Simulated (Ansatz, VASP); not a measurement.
**AlN: VASP beside Ansatz**

```
CELL_PARAMETERS angstrom
0.00000 2.03526 2.03526
2.03526 0.00000 2.03526
2.03526 2.03526 0.00000
ATOMIC_POSITIONS crystal
Al 0.00000 0.00000 0.00000
N 0.50000 0.50000 0.50000
```

Change from the starting cell: species swapped into the SbRh type (Pnma, No. 62).

Alike in both runs: functional PBE; k mesh 10 × 10 × 10; occupations gaussian, width 0.02 eV; no spin polarisation.

Ansatz relaxed the structure, and its values are those at the end. VASP's run is a single point on that final structure, the one shown.

|  | VASP | Ansatz |
| --- | --- | --- |
| version | VASP 6.6.1 | Ansatz 0.2.0 |
| potentials or method | VASP PAW PBE potentials, release 64 (Al, N), cutoff 600 eV | scalar-relativistic, plane waves, PAW |
| valence electrons in the cell | 8 | 8 |

|  | VASP | Ansatz | Ansatz less VASP |
| --- | --- | --- | --- |
| gap on the k mesh at the Fermi level (eV) | 4.41 | 4.44 | +0.022 |
| least direct gap on the mesh (eV) | 5.39 | 5.38 | -0.011 |
| pressure (GPa) | -0.4 | 0.0 | +0.43 |

The functional is the same, so the differences come from potentials, cutoffs and numerics.
